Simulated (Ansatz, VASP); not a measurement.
# LiH: VASP beside Ansatz

```xyz
4
Lattice="3.2548 0.0000 0.0000 -1.6274 2.8188 0.0000 0.0000 0.0000 4.0691" Properties=species:S:1:pos:R:3 pbc="T T T"
Li    0.0000    1.8792    1.0173
Li    1.6274    0.9396    3.0518
H     1.6274    0.9396    1.0173
H     0.0000    1.8792    3.0518
```

Alike in both runs: task single point; functional PBE0; k mesh 6 × 6 × 4; no spin polarisation.

|  | VASP | Ansatz |
| --- | --- | --- |
| version | VASP 6.6.1 | Ansatz 0.2.0 |
| potentials or method | VASP PAW PBE potentials, release 64 (Li_sv, H) | plane waves, PAW |
| plane-wave cutoff (eV) | 520 | 420 |
| occupations | gaussian, width 0.01 eV | fixed |
| valence electrons in the cell | 8 | 8 |

|  | VASP | Ansatz | Ansatz less VASP |
| --- | --- | --- | --- |
| gap on the k mesh at the Fermi level (eV) | 3.45 | 3.43 | -0.017 |

Ansatz's warnings: stress exchange threshold loose, stress scf threshold loose.

Noted on VASP's run: the cutoff is under 1.25 times that of the potentials, so the pressure is a little rough.
